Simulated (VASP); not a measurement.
Wanted: the native input for a VASP 6.6.1 run.

```
Task                   : single point
Functional             : LDA
Potentials or basis    : VASP PAW LDA potentials, release 64 (Ta_pv, N)
Cutoff                 : 520 eV
k mesh                 : 10 × 10 × 9
Occupations            : fermi-dirac, width 0.05 eV
Spin                   : no spin polarisation
Dipole correction      : no
Further INCAR settings : ALGO = Normal; EDIFF = 1e-07; NBANDS = 15
```

The structure of TaN lies in POSCAR:

```
TaN
1.0
    2.8982924298      0.0000000000      0.0000000000
   -1.4491462149      2.5099948717      0.0000000000
    0.0000000000      0.0000000000      2.8440357641
Ta N
1 1
Direct
    0.0000000000      0.0000000000      0.5000000000
    0.6666666667      0.3333333333      0.0000000000
```

These files were run (other wordings do the same):

INCAR

```
ALGO = Normal ; EDIFF = 1E-7
ENCUT = 520 ; GGA = CA
ISIF = 2 ; ISMEAR = -1
LASPH = T ; LCHARG = F
LREAL = F ; LWAVE = F
NBANDS = 15 ; NELM = 60
PREC = Accurate ; SIGMA = 0.05
```

KPOINTS

```
k-points
0
Gamma
  10 10 9
```

Potentials or basis: VASP PAW LDA potentials, release 64 (Ta_pv, N).

Launch:

```console
$ cat potpaw_LDA.64/Ta_pv/POTCAR potpaw_LDA.64/N/POTCAR > POTCAR
$ mpirun -np 1 vasp_std > vasp.out
```

Results of the run:

```json
{
  "Pressure": "5.3 GPa",
  "Band gap on the k mesh": "zero (band 8 reaches 8.74 eV, above the bottom of band 9 at 8.44 eV)"
}
```

Caveat: spin-orbit coupling is left out, which moves the levels of the heavy elements.

Run time: 8.4 s on 1 thread of Intel(R) Xeon(R) Platinum 8488C (Sapphire Rapids) (shared host), peak memory 0.14 GiB.
